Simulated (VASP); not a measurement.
# Nb (Fm-3m) in VASP: further runs

Nb is run at these levels: PBE; tasks: relaxation of cell and atoms.

Program: VASP 6.6.1. These are calculated values, not measurements. Logs are shortened: lines on timing, memory, paths and dates and some standing lists are left out, and cuts for length are marked.

### Step 1. The cell of the first run

Symmetry: Fm-3m, No. 225, cubic system. Conventional cell: a = 4.036 Å, b = 4.036 Å, c = 4.036 Å, α = 90.00°, β = 90.00°, γ = 90.00°. Within 3.8 Å of Nb (site symmetry m-3m) lie 12 Nb at 2.85 Å.

This isn't the form of Nb at room conditions, which is bcc.

### Step 2. Relaxation of cell and atoms, PBE, target pressure 28 GPa, at which the enthalpy is minimised

Contents of INCAR:

```
SYSTEM = Nb
PREC = Accurate
ENCUT = 600
EDIFF = 1E-7
ISMEAR = -1
SIGMA = 0.08
LREAL = .FALSE.
LASPH = .TRUE.
NELM = 60
ALGO = Normal
ISIF = 3
LWAVE = .FALSE.
LCHARG = .FALSE.
GGA = PE
IBRION = 2
NSW = 60
EDIFFG = -0.005
PSTRESS = 280.0
```

Contents of KPOINTS:

```
regular mesh
0
G
  17 17 17
  0 0 0
```

Contents of POSCAR:

```
Nb
1.0
    0.0000000000      2.0177680392      2.0177680392
    2.0177680392      0.0000000000      2.0177680392
    2.0177680392      2.0177680392      0.0000000000
Nb
1
Direct
    0.0000000000      0.0000000000      0.0000000000
```

Potentials or basis: VASP PAW PBE potentials, release 64 (Nb_sv).

Launch:

```
$ cat potpaw_PBE.64/Nb_sv/POTCAR > POTCAR
$ mpirun -np 1 vasp_std > vasp.out
```

OUTCAR:

```text
SYSTEM = Nb
   PREC = Accurate
   ENCUT = 600
   EDIFF = 1E-7
   ISMEAR = -1
   LREAL = .FALSE.
   LASPH = .TRUE.
   NELM = 60
   ISIF = 3
   GGA = PE
   IBRION = 2
   NSW = 60
   EDIFFG = -0.005
   PSTRESS = 280.0

 ion  position               nearest neighbor table
   1  0.000  0.000  0.000-

  LATTYP: Found a face centered cubic cell.
 ALAT       =     4.0355360784

  Lattice vectors:

 A1 = (   0.0000000000,   2.0177680392,   2.0177680392)
 A2 = (   2.0177680392,   0.0000000000,   2.0177680392)
 A3 = (   2.0177680392,   2.0177680392,   0.0000000000)

Analysis of symmetry for initial positions (statically):
=====================================================================
 Subroutine PRICEL returns:
 Original cell was already a primitive cell.

 Routine SETGRP: Setting up the symmetry group for a
 face centered cubic supercell.

 Subroutine GETGRP returns: Found 48 space group operations
 (whereof 48 operations were pure point group operations)
 out of a pool of 48 trial point group operations.

The static configuration has the point symmetry O_h .

Analysis of symmetry for dynamics (positions and initial velocities):
=====================================================================
 Subroutine PRICEL returns:
 Original cell was already a primitive cell.

 Routine SETGRP: Setting up the symmetry group for a
 face centered cubic supercell.

 Subroutine GETGRP returns: Found 48 space group operations
 (whereof 48 operations were pure point group operations)
 out of a pool of 48 trial point group operations.

The dynamic configuration has the point symmetry O_h .

 Subroutine INISYM returns: Found 48 space group operations
 (whereof 48 operations are pure point group operations),
 and found     1 'primitive' translations

----------------------------------------------------------------------------------------

                                     Primitive cell

  volume of cell :      16.4302

  direct lattice vectors                    reciprocal lattice vectors
     0.000000000  2.017768039  2.017768039    -0.247798553  0.247798553  0.247798553
     2.017768039  0.000000000  2.017768039     0.247798553 -0.247798553  0.247798553
     2.017768039  2.017768039  0.000000000     0.247798553  0.247798553 -0.247798553

  length of vectors
     2.853554927  2.853554927  2.853554927     0.429199683  0.429199683  0.429199683

  position of ions in fractional coordinates (direct lattice)
     0.000000000  0.000000000  0.000000000

  ion indices of the primitive-cell ions
   primitive index   ion index
                 1           1

----------------------------------------------------------------------------------------

 KPOINTS: regular mesh

Automatic generation of k-mesh.
 Grid dimensions read from file:
 generate k-points for:   17   17   17

 Generating k-lattice:

  Cartesian coordinates                     Fractional coordinates (reciprocal lattice)
    -0.014576385  0.014576385  0.014576385     0.058823529  0.000000000  0.000000000
     0.014576385 -0.014576385  0.014576385     0.000000000  0.058823529  0.000000000
     0.014576385  0.014576385 -0.014576385     0.000000000  0.000000000  0.058823529

  Length of vectors
     0.025247040  0.025247040  0.025247040

  Shift w.r.t. Gamma in fractional coordinates (k-lattice)
     0.000000000  0.000000000  0.000000000

 Subroutine IBZKPT returns following result:
 ===========================================

 Found    165 irreducible k-points:

 Following reciprocal coordinates:
            Coordinates               Weight
  0.000000  0.000000  0.000000      1.000000
  0.058824  0.000000  0.000000      8.000000
  0.117647  0.000000  0.000000      8.000000
  0.176471  0.000000  0.000000      8.000000
  0.235294  0.000000  0.000000      8.000000
  0.294118  0.000000  0.000000      8.000000
[... 16 lines left out ...]
 -0.176471  0.058824  0.000000     24.000000
 -0.117647  0.058824  0.000000     24.000000
 [... further k-points ...]
   k-points           NKPTS =    165   k-points in BZ     NKDIM =    165   number of bands    NBANDS=     10
   number of dos      NEDOS =    301   number of ions     NIONS =      1
   total plane-waves  NPLWV =  13824
   dimension x,y,z NGX =    24 NGY =   24 NGZ =   24
   dimension x,y,z NGXF=    48 NGYF=   48 NGZF=   48
   ions per type =               1
   NGX,Y,Z   is equivalent  to a cutoff of  13.98, 13.98, 13.98 a.u.
   NGXF,Y,Z  is equivalent  to a cutoff of  27.96, 27.96, 27.96 a.u.
 SYSTEM =  Nb
   PREC   = accura    normal or accurate (medium, high low for compatibility)
   ISTART =      0    job   : 0-new  1-cont  2-samecut
   ICHARG =      2    charge: 1-file 2-atom 10-const
   ISPIN  =      1    spin polarized calculation?
   LNONCOLLINEAR =      F non collinear calculations
   LSORBIT =      F    spin-orbit coupling
   LASPH  =      T    aspherical Exc in radial PAW
   ENCUT  =  600.0 eV  44.10 Ry    6.64 a.u.   5.70  5.70  5.70*2*pi/ulx,y,z
   NELM   =     60;   NELMIN=  2; NELMDL= -5     # of ELM steps
   EDIFF  = 0.1E-06   stopping-criterion for ELM
   LREAL  =      F    real-space projection
   EDIFFG = -.5E-02   stopping-criterion for IOM
   NSW    =     60    number of steps for IOM
   IBRION =      2    ionic relax: 0-MD 1-quasi-New 2-CG
   NFREE  =      1    steps in history (QN), initial steepest desc. (CG)
   ISIF   =      3    stress and relaxation
   ISYM   =      2    0-nonsym 1-usesym 2-fastsym
   POTIM  = 0.5000    time-step for ionic-motion
   TEBEG  =    0.0;   TEEND  =   0.0 temperature during run
   PSTRESS=  280.0 pullay stress
   NELECT =      13.0000    total number of electrons
   NUPDOWN=      -1.0000    fix difference up-down
   EMIN   =  10.00;   EMAX   =-10.00  energy-range for DOS
   EFERMI =   0.00;   METHOD = LEGACY
   ISMEAR =    -1;   SIGMA  =   0.08  broadening in eV -4-tet -1-fermi 0-gaus
   EFERMI_NEDOS =   21; number of points for ismear=-14 and -15
   IALGO  =     38    algorithm
   IMIX   =      4    mixing-type and parameters
     AMIX     =   0.40;   BMIX     =  1.00
     AMIX_MAG =   1.60;   BMIX_MAG =  1.00
  volume/ion in A,a.u.               =      16.43       110.88
  Fermi-wavevector in a.u.,A,eV,Ry     =   1.514170  2.861367 31.194235  2.292712
  Thomas-Fermi vector in A             =   2.623864
   LORBIT       =      0    0 simple, 1 ext, 2 COOP (PROOUT), +10 PAW based schemes
   GGA     = PE    functional components
   LHFCALC =     F    Hartree Fock is set to
   AEXX    =    0.0000 exact exchange contribution
   IVDW    =     0    specifies the selected vdW correction
   LEPSILON=     F    determine dielectric tensor
   LRPA    =     F    only Hartree local field effects (RPA)
 conjugate gradient relaxation of ions
 non-spin polarized calculation
  energy-cutoff  :      600.00
  volume of cell :       16.43
 maximum number of plane-waves:       560
   NGX = 11   NGY = 11   NGZ = 11

--------------------------------------- Ionic step        1  -------------------------------------------

 number of electron      13.0000000 magnetization

 Free energy of the ion-electron system (eV)
  ---------------------------------------------------
  ext. energy  EPLUGINS =         0.00000000
  ---------------------------------------------------
  free energy    TOTEN  =        -9.73029815 eV

  energy without entropy =       -9.69999288  energy(sigma->0) =       -9.71514552

------------------------ aborting loop because EDIFF is reached ----------------------------------------

  FORCE on cell =-STRESS in cart. coord.  units (eV):
  Direction    XX          YY          ZZ          XY          YZ          ZX
  --------------------------------------------------------------------------------------
  -------------------------------------------------------------------------------------
  Total        2.7926747      2.7926747      2.7926747      0.0000000      0.0000000      0.0000000
  in kB      272.3248127    272.3248127    272.3248127      0.0000000      0.0000000      0.0000000
  external PRESSURE =      -7.6751873 kB  Pullay stress =     280.0000000 kB
[... 59 lines left out ...]
  enthalpy is  TOTEN    =        -6.8581086543 eV   P V=        2.8387983954

--------------------------------------- Ionic step        3  -------------------------------------------

 number of electron      13.0000001 magnetization

 Free energy of the ion-electron system (eV)
  ---------------------------------------------------
  ext. energy  EPLUGINS =         0.00000000
  ---------------------------------------------------
  free energy    TOTEN  =        -9.72175621 eV

  energy without entropy =       -9.69149818  energy(sigma->0) =       -9.70662719

 E-fermi :  12.9822     XC(G=0): -13.0003

 val. band max:       12.9760479598   @ k =  -0.4706   0.3529   0.1176
 cond. band min:      12.9868834544   @ k =  -0.2353   0.1176   0.0000
 fundamental gap:      0.0108354946
 Fermi energy:        12.9821516406

 k-point     1 :       0.0000    0.0000    0.0000
  band No.  band energies     occupation
      1     -41.7160      2.00000
      2     -16.7861      2.00000
      3     -16.7861      2.00000
      4     -16.7861      2.00000
      5       6.4608      2.00000
      6      12.9562      1.16104
      7      12.9562      1.16104
      8      12.9562      1.16104
      9      16.0848      0.00000
     10      16.0848      0.00000
[... 287 lines left out ...]
 k-point    24 :      -0.1176    0.0588    0.0000
  band No.  band energies     occupation
      1     -41.6503      2.00000
      2     -17.1553      2.00000
      3     -16.8781      2.00000
      4     -16.8137      2.00000
      5       7.3576      2.00000
      6      12.2933      1.99964
      7      13.3364      0.02360
      8      13.3644      0.01668
      9      15.4533      0.00000
     10      16.1048      0.00000

 [... further k-points ...]

------------------------ aborting loop because EDIFF is reached ----------------------------------------

  FORCE on cell =-STRESS in cart. coord.  units (eV):
  Direction    XX          YY          ZZ          XY          YZ          ZX
  --------------------------------------------------------------------------------------
  -------------------------------------------------------------------------------------
  Total        2.8625696      2.8625696      2.8625696      0.0000000      0.0000000     -0.0000000
  in kB      279.9852099    279.9852099    279.9852099      0.0000000      0.0000000     -0.0000000
  external PRESSURE =      -0.0147901 kB  Pullay stress =     280.0000000 kB
[... 16 lines left out ...]
  FREE ENERGIE OF THE ION-ELECTRON SYSTEM (eV)
  ---------------------------------------------------
  free  energy   TOTEN  =        -9.7217562056 eV

  energy  without entropy=       -9.6914981767  energy(sigma->0) =       -9.70662719

  enthalpy is  TOTEN    =        -6.8590353562 eV   P V=        2.8627208493

 reached required accuracy - stopping structural energy minimisation
```

It took 1.7 min on 1 thread of Intel Xeon 8259CL, shared host; peak memory 0.17 GiB.

Results:

```
Free energy                                                : -9.7218 eV
Relaxed volume                                             : 16.38 Å³/atom
Relaxed cell                                               : a = 2.851 Å, b = 2.851 Å, c = 2.851 Å, α = 60.00°, β = 60.00°, γ = 60.00°
Space group after relaxing (to 0.1 Å)                      : Fm-3m (No. 225)
Energy change on relaxing (the run minimises the enthalpy) : +8.5 meV/atom
Ionic steps                                                : 3
Pressure after relaxing                                    : 28.0 GPa
Band gap on the k mesh                                     : zero (an odd number of electrons rules out a gap without spin polarisation)
```

Step by step:
| step | energy change (eV) | largest force (eV/Å) | pressure (GPa) | volume (Å³) |
| --- | --- | --- | --- | --- |
| 1 | 0.0000 | 0.0000 | 27.23 | 16.43 |
| 2 | 0.0334 | 0.0000 | 30.19 | 16.24 |
| 3 | 0.0085 | 0.0000 | 28.00 | 16.38 |

Final structure:
```xyz
1
Lattice="0.0000 2.0157 2.0157 2.0157 0.0000 2.0157 2.0157 2.0157 0.0000" Properties=species:S:1:pos:R:3 pbc="T T T"
Nb    0.0000    0.0000    0.0000
```

Caveat: the cell is relaxed towards a set pressure, so the run minimises the enthalpy, not the energy.

### Step 3. Relaxation of cell and atoms, PBE, target pressure 28 GPa, at which the enthalpy is minimised

Contents of INCAR:

```
SYSTEM = Nb
PREC     = Accurate       ! precision mode
ENCUT    = 600            ! plane-wave cutoff, eV
EDIFF    = 1E-6           ! SCF threshold, eV
ISMEAR   = -1             ! smearing method
SIGMA    = 0.08           ! smearing width, eV
LREAL    = .False.        ! projectors in reciprocal space
LASPH    = .True.         ! aspherical terms in the spheres
NELM     = 80             ! most SCF steps
ALGO     = Normal         ! electronic algorithm
ISIF     = 3              ! what is computed and relaxed
LWAVE    = .False.        ! write WAVECAR
LCHARG   = .False.        ! write CHGCAR
GGA      = PE             ! functional
IBRION   = 2              ! ionic algorithm
NSW      = 32             ! ionic steps
EDIFFG   = -0.005         ! ionic threshold
PSTRESS  = 280.0
```

Contents of KPOINTS:

```
Automatic mesh
0
Gamma
  17 17 17
  0 0 0
```

Contents of POSCAR:

```
Nb
1.0
    0.0000000000      2.0167122872      2.0167122872
    2.0167122872      0.0000000000      2.0167122872
    2.0167122872      2.0167122872      0.0000000000
Nb
1
Direct
    0.0000000000      0.0000000000      0.0000000000
```

Potentials or basis: VASP PAW PBE potentials, release 64 (Nb_sv).

Launch:

```
$ cat potpaw_PBE.64/Nb_sv/POTCAR > POTCAR
$ mpirun -np 1 vasp_std > vasp.out
```

It took 83 s on 1 thread of Intel Xeon 8259CL, shared host; peak memory 0.17 GiB.

Results (log left out):

| Item | Value |
| --- | --- |
| Free energy | -9.7219 eV |
| Relaxed volume | 16.38 Å³/atom |
| Relaxed cell | a = 2.851 Å, b = 2.851 Å, c = 2.851 Å, α = 60.00°, β = 60.00°, γ = 60.00° |
| Space group after relaxing (to 0.1 Å) | Fm-3m (No. 225) |
| Energy change on relaxing (the run minimises the enthalpy) | +4.0 meV/atom |
| Ionic steps | 3 |
| Pressure after relaxing | 28.0 GPa |
| Band gap on the k mesh | zero (an odd number of electrons rules out a gap without spin polarisation) |

The path:
| step | energy change (eV) | largest force (eV/Å) | pressure (GPa) | volume (Å³) |
| --- | --- | --- | --- | --- |
| 1 | 0.0000 | 0.0000 | 27.67 | 16.40 |
| 2 | 0.0141 | 0.0000 | 28.86 | 16.32 |
| 3 | 0.0040 | 0.0000 | 27.98 | 16.38 |

Final structure:
```cif
data_structure
_symmetry_space_group_name_H-M 'P 1'
_symmetry_Int_Tables_number 1
_cell_length_a 2.8507
_cell_length_b 2.8507
_cell_length_c 2.8507
_cell_angle_alpha 60.000
_cell_angle_beta 60.000
_cell_angle_gamma 60.000
_cell_volume 16.38
loop_
_atom_site_label
_atom_site_type_symbol
_atom_site_fract_x
_atom_site_fract_y
_atom_site_fract_z
_atom_site_occupancy
Nb1 Nb 0.00000 0.00000 0.00000 1
```

Levels at points of the mesh, in eV from the Fermi level:
```tsv
k point	band 3	band 4	band 5	band 6	band 7	band 8	band 9	band 10
(0.00, 0.00, 0.00)	-29.77	-29.77	-6.52	-0.03	-0.03	-0.03	3.10	3.10
```

Caveat: the cell is relaxed towards a set pressure, so the run minimises the enthalpy, not the energy.
